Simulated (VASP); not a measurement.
# RbBr (Pm-3m) in VASP: settings compared, part 2 of 2

VASP 6.6.1.

## (4) Relaxation of cell and atoms, PBEsol

This run uses another cell than the first one, of 35.12 Å³/atom, 1.042 times its volume.

File INCAR:

```
PREC = Accurate ; ENCUT = 600
EDIFF = 1E-7 ; ISMEAR = 0
SIGMA = 0.01 ; LREAL = F
LASPH = T ; NELM = 60
ALGO = Normal ; ISIF = 3
LWAVE = F ; LCHARG = F
GGA = PS ; IBRION = 2
NSW = 100 ; EDIFFG = -0.002
```

File KPOINTS:

```
Automatic mesh
0
Gamma
  6 6 6
```

File POSCAR:

```
RbBr
1.0
    4.1260773000      0.0000000000      0.0000000000
    0.0000000000      4.1260773000      0.0000000000
    0.0000000000      0.0000000000      4.1260773000
Rb Br
1 1
Direct
    0.0000000000      0.0000000000      0.0000000000
    0.5000000000      0.5000000000      0.5000000000
```

Potentials or basis: VASP PAW PBE potentials, release 64 (Rb_sv, Br).

Command:

```bash
> cat potpaw_PBE.64/Rb_sv/POTCAR potpaw_PBE.64/Br/POTCAR > POTCAR
> mpirun -np 1 vasp_std > vasp.out
```

OUTCAR:

```text
PREC = Accurate
   ENCUT = 600
   EDIFF = 1E-7
   ISMEAR = 0
   LREAL = F
   LASPH = T
   NELM = 60
   ISIF = 3
   GGA = PS
   IBRION = 2
   NSW = 100
   EDIFFG = -0.002

 ion  position               nearest neighbor table
   1  0.000  0.000  0.000-   2 3.57   2 3.57   2 3.57   2 3.57   2 3.57   2 3.57   2 3.57   2 3.57

   2  0.500  0.500  0.500-   1 3.57   1 3.57   1 3.57   1 3.57   1 3.57   1 3.57   1 3.57   1 3.57

  LATTYP: Found a simple cubic cell.
 ALAT       =     4.1260773000

  Lattice vectors:

 A1 = (   4.1260773000,   0.0000000000,   0.0000000000)
[... 181 lines left out ...]
  -------------------------------------------------------------------------------------
  Total       -0.2447083     -0.2447083     -0.2447083      0.0000000      0.0000000     -0.0000000
  in kB       -5.5814511     -5.5814511     -5.5814511      0.0000000      0.0000000     -0.0000000
  external PRESSURE =      -5.5814511 kB  Pullay stress =       0.0000000 kB
[... 95 lines left out ...]
--------------------------------------- Ionic step        4  -------------------------------------------

 number of electron      16.0000000 magnetization

 Free energy of the ion-electron system (eV)
  ---------------------------------------------------
  ext. energy  EPLUGINS =         0.00000000
  ---------------------------------------------------
  free energy    TOTEN  =        -6.30120408 eV

  energy without entropy =       -6.30120408  energy(sigma->0) =       -6.30120408

 E-fermi :  -0.4857     XC(G=0):  -8.2777

 val. band max:       -0.5933409282   @ k =   0.5000   0.5000   0.0000
 cond. band min:       3.4292022393   @ k =   0.0000   0.0000   0.0000
 fundamental gap:      4.0225431675
 Fermi energy:        -0.4857431721

 k-point     1 :       0.0000    0.0000    0.0000
  band No.  band energies     occupation
      1     -25.5724      2.00000
      2     -13.2933      2.00000
      3      -9.5590      2.00000
      4      -9.5590      2.00000
      5      -9.5590      2.00000
      6      -0.7513      2.00000
      7      -0.7513      2.00000
      8      -0.7513      2.00000
      9       3.4292      0.00000
     10       4.8196      0.00000
     11       4.8196      0.00000
     12       9.4038      0.00000
[... 312 lines left out ...]
  FREE ENERGIE OF THE ION-ELECTRON SYSTEM (eV)
  ---------------------------------------------------
  free  energy   TOTEN  =        -6.3012040807 eV

  energy  without entropy=       -6.3012040807  energy(sigma->0) =       -6.30120408

 reached required accuracy - stopping structural energy minimisation
```

OSZICAR:

```text
N       E                     dE             d eps       ncg     rms          rms(c)
DAV:   1     0.965461216566E+02    0.96546E+02   -0.75137E+03   480   0.130E+03
DAV:   2    -0.463901813111E+00   -0.97010E+02   -0.90971E+02   680   0.200E+02
DAV:   3    -0.637582255122E+01   -0.59119E+01   -0.58877E+01   600   0.559E+01
[... 36 lines left out ...]
DAV:   3    -0.630120222596E+01    0.27343E-04   -0.92571E-05   652   0.612E-02    0.820E-03
DAV:   4    -0.630120313799E+01   -0.91203E-06   -0.27757E-06   644   0.976E-03    0.421E-03
DAV:   5    -0.630120379985E+01   -0.66186E-06   -0.50872E-07   776   0.469E-03    0.186E-03
DAV:   6    -0.630120403988E+01   -0.24003E-06   -0.52066E-08   280   0.215E-03    0.523E-04
DAV:   7    -0.630120408072E+01   -0.40836E-07   -0.32151E-09   264   0.519E-04
   4 F= -.63012041E+01 E0= -.63012041E+01  d E =-.448418E-02
```

CONTCAR:

```text
RbBr
   1.00000000000000
     4.0769598450283357    0.0000000000000000   -0.0000000000000000
     0.0000000000000000    4.0769598450283357    0.0000000000000000
    -0.0000000000000000    0.0000000000000000    4.0769598450283357
  Rb              Br
     1     1
Direct
     0.0000000000000000    0.0000000000000000    0.0000000000000000
     0.5000000000000000    0.5000000000000000    0.5000000000000000

  0.00000000E+00  0.00000000E+00  0.00000000E+00
  0.00000000E+00  0.00000000E+00  0.00000000E+00
```

Wall time 35 s (1 thread of Intel Xeon 6975P-C (Granite Rapids), shared host); peak memory 0.22 GiB.

Results:

```yaml
Free_energy: -6.3012 eV
Relaxed_volume: 33.88 Å³/atom
Relaxed_cell: a = 4.077 Å, b = 4.077 Å, c = 4.077 Å, α = 90.00°, β = 90.00°, γ = 90.00°
Space_group_after_relaxing_to_0.05_Å: Pm-3m (No. 221)
Energy_gained_by_relaxing: 2.2 meV/atom
Ionic_steps: 4
Pressure_after_relaxing: 0.0 GPa
Band_gap_on_the_k_mesh: 4.02 eV, indirect (least direct gap 4.18 eV)
```

The path:
| step | energy change (eV) | largest force (eV/Å) | pressure (GPa) | volume (Å³) |
| --- | --- | --- | --- | --- |
| 1 | 0.0000 | 0.0000 | -0.56 | 70.24 |
| 2 | -0.0033 | 0.0000 | -0.29 | 69.01 |
| 3 | -0.0045 | 0.0000 | -0.02 | 67.85 |
| 4 | -0.0045 | 0.0000 | 0.00 | 67.77 |

Final structure:
```cif
data_structure
_symmetry_space_group_name_H-M 'P 1'
_symmetry_Int_Tables_number 1
_cell_length_a 4.0770
_cell_length_b 4.0770
_cell_length_c 4.0770
_cell_angle_alpha 90.000
_cell_angle_beta 90.000
_cell_angle_gamma 90.000
_cell_volume 67.77
loop_
_atom_site_label
_atom_site_type_symbol
_atom_site_fract_x
_atom_site_fract_y
_atom_site_fract_z
_atom_site_occupancy
Rb1 Rb 0.00000 0.00000 0.00000 1
Br1 Br 0.50000 0.50000 0.50000 1
```

Caveat: the PAW data sets were made with another functional, which shifts forces and pressure a little.

## (5) Relaxation of cell and atoms, revPBE

This run uses another cell than the first one, of 35.12 Å³/atom, 1.042 times its volume.

File INCAR:

```
SYSTEM = RbBr
PREC = Accurate
ENCUT = 600
EDIFF = 1E-7
ISMEAR = 0
SIGMA = 0.01
LREAL = .False.
LASPH = .True.
NELM = 60
ALGO = Normal
ISIF = 3
LWAVE = .False.
LCHARG = .False.
GGA = RE
IBRION = 2
NSW = 100
EDIFFG = -0.002
```

File KPOINTS:

```
regular mesh
0
Gamma
  6 6 6
  0 0 0
```

POSCAR is that of step 4.

Command:

```bash
> cat potpaw_PBE.64/Rb_sv/POTCAR potpaw_PBE.64/Br/POTCAR > POTCAR
> mpirun -np 1 vasp_std > vasp.out
```

Wall time 46 s (1 thread of Intel Xeon 6975P-C (Granite Rapids), shared host); peak memory 0.22 GiB.

It converged, with:

```yaml
Free_energy: -5.6562 eV
Relaxed_volume: 40.60 Å³/atom
Relaxed_cell: a = 4.330 Å, b = 4.330 Å, c = 4.330 Å, α = 90.00°, β = 90.00°, γ = 90.00°
Space_group_after_relaxing_to_0.05_Å: Pm-3m (No. 221)
Energy_gained_by_relaxing: 31.3 meV/atom
Ionic_steps: 6
Pressure_after_relaxing: 0.0 GPa
Band_gap_on_the_k_mesh: 3.91 eV, indirect (least direct gap 4.05 eV)
```

The path:
| step | energy change (eV) | largest force (eV/Å) | pressure (GPa) | volume (Å³) |
| --- | --- | --- | --- | --- |
| 1 | 0.0000 | 0.0000 | 2.11 | 70.24 |
| 2 | -0.0453 | 0.0000 | 0.97 | 75.06 |
| 3 | -0.0619 | 0.0000 | 0.16 | 79.92 |
| 4 | -0.0625 | 0.0000 | 0.02 | 81.02 |
| 5 | -0.0625 | 0.0000 | -0.01 | 81.24 |
| 6 | -0.0625 | 0.0000 | -0.01 | 81.21 |

Final structure:
```
Rb Br
1.0
     4.33046    0.00000    0.00000
     0.00000    4.33046    0.00000
     0.00000    0.00000    4.33046
Rb Br
1 1
Direct
  0.00000 0.00000 0.00000
  0.50000 0.50000 0.50000
```

Levels at points of the mesh, in eV from the valence-band top:
```csv
k point,band 6,band 7,band 8,band 9,band 10,band 11
"(0.00, 0.00, 0.00)",-0.14,-0.14,-0.14,3.91,5.89,5.89
"(0.50, 0.00, 0.00)",-1.32,-0.16,-0.16,6.69,7.00,7.09
"(0.50, 0.50, 0.00)",-0.86,-0.86,0.00,5.44,6.24,7.93
"(0.50, 0.50, 0.50)",-0.99,-0.99,-0.99,7.97,7.97,7.97
```

Caveat: the volume moved by over 15 % at a fixed basis, so the end points are rough; the PAW data sets were made with another functional, which shifts forces and pressure a little. A k mesh can miss the band edges.

## (6) The runs side by side

```tsv
task	level	cell	cutoff (eV)	gap on the mesh (eV)	pressure (GPa)	relaxed volume (Å³/atom)
single point	PBEsol	a = 4.070 Å, 2 atoms	520	4.04	0.1	-
single point	revPBE	a = 4.327 Å, 2 atoms	520	3.92	0.0	-
relaxation of cell and atoms	PBEsol	relaxed from a = 4.126 Å, 2 atoms	600	4.02	0.0	33.88
relaxation of cell and atoms	revPBE	relaxed from a = 4.126 Å, 2 atoms	600	3.91	0.0	40.60
```

Alike in all rows: potentials or basis VASP PAW PBE potentials, release 64 (Rb_sv, Br); no spin polarisation; k mesh 6 × 6 × 6; smearing gaussian 0.01 eV.

Caveats: the PAW data sets were made with another functional, which shifts forces and pressure a little; the volume moved by over 15 % at a fixed basis, so the end points are rough (some runs).

Absolute energies hang on the potentials; compare differences alone.
